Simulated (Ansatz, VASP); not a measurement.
# MgI in VASP and in Ansatz

```
Mg I
1.0
     0.00000    4.03980    4.03980
     4.03980    0.00000    4.03980
     4.03980    4.03980    0.00000
Mg I
2 2
Direct
  0.25000 0.25000 0.25000
  0.00000 0.00000 0.00000
  0.50000 0.50000 0.50000
  0.75000 0.75000 0.75000
```

Alike in both runs: functional PBE; k mesh 10 × 10 × 10; occupations gaussian, width 0.1 eV; no spin polarisation.

Ansatz relaxed the structure, and its values are those at the end. VASP's run is a single point on that final structure, the one shown.

|  | VASP | Ansatz |
| --- | --- | --- |
| version | VASP 6.6.1 | Ansatz 0.2.0 |
| potentials or method | VASP PAW PBE potentials, release 64 (Mg, I), cutoff 520 eV | scalar-relativistic, plane waves, PAW |
| valence electrons in the cell | 18 | 54 |

|  | VASP | Ansatz | Ansatz less VASP |
| --- | --- | --- | --- |
| gap on the k mesh at the Fermi level (eV) | none | none | - |
| pressure (GPa) | -0.1 | 0.0 | +0.06 |

A gap of «none» marks a metal or a gap that the smearing closes. With one functional, cell and mesh, what is left measures potentials, basis and numerics. VASP's potentials hold 18 valence electrons a cell and Ansatz's 54, so a difference there can come from the potentials and not from the codes.

Neither program's run includes spin-orbit coupling.
